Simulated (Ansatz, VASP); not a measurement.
SiO2 in VASP and in Ansatz

INCAR

```
SYSTEM = SiO2
  PREC = Accurate
  ENCUT = 520
  EDIFF = 1E-7
  ISMEAR = 0
  SIGMA = 0.05
  LREAL = .FALSE.
  LASPH = .TRUE.
  NELM = 60
  ALGO = Normal
  ISIF = 2
  LWAVE = .FALSE.
  LCHARG = .FALSE.
  NBANDS = 25
```

Contents of KPOINTS:

```
regular mesh
0
G
  6 6 8
  0 0 0
```

Contents of POSCAR:

```
SiO2
1.0
    4.2549000000      0.0000000000      0.0000000000
    0.0000000000      4.2549000000      0.0000000000
    0.0000000000      0.0000000000      2.8529000000
Si O
2 4
Direct
    0.5000000000      0.5000000000      0.5000000000
    0.0000000000      0.0000000000      0.0000000000
    0.6944252994      0.6944252994      0.0000000000
    0.1944252994      0.8055747006      0.5000000000
    0.3055747006      0.3055747006      0.0000000000
    0.8055747006      0.1944252994      0.5000000000
```

Input for Ansatz:

```yaml
crystal:
  lattice:
    - [4.2549, 0.0, 0.0]
    - [0.0, 4.2549, 0.0]
    - [0.0, 0.0, 2.8529]
  atoms:
    - { symbol: Si, position: [0.5, 0.5, 0.5] }
    - { symbol: Si, position: [0.0, 0.0, 0.0] }
    - { symbol: O, position: [0.6944252994, 0.6944252994, 0.0] }
    - { symbol: O, position: [0.1944252994, 0.8055747006, 0.5] }
    - { symbol: O, position: [0.3055747006, 0.3055747006, 0.0] }
    - { symbol: O, position: [0.8055747006, 0.1944252994, 0.5] }
basis:
  ecutwfc: 520.0
kpoints:
  mp_grid: { grid: [6, 6, 8] }
hamiltonian:
  xc: lda
  pseudopotentials: { kind: paw, azcp: { folder: soft_1 } }
scf:
  occupations: { method: gaussian, width: 0.05 }
output:
  forces: true
  stress: true
  eigenvalues: true
```

Alike in both runs: task single point; functional LDA; k mesh 6 × 6 × 8; occupations gaussian, width 0.05 eV; no spin polarisation.

```csv
,VASP,Ansatz
version,VASP 6.6.1,Ansatz 0.2.0
potentials or method,"VASP PAW LDA potentials, release 64 (Si, O), cutoff 520 eV","scalar-relativistic, plane waves, PAW"
valence electrons in the cell,32,32
```

```tsv
	VASP	Ansatz	Ansatz less VASP
gap on the k mesh at the Fermi level (eV)	3.65	3.65	+0.001
least direct gap on the mesh (eV)	3.65	3.65	+0.001
rms of the force components (eV/Å)	0.103	0.110	+0.0066
```

Ansatz warns that its potentials were made for another functional, while VASP's fit it. LDA's correlation is that of Perdew and Zunger in VASP and of Perdew and Wang (1992) in Ansatz. Atom by atom the forces differ by 0.007 eV/Å (rms over components).
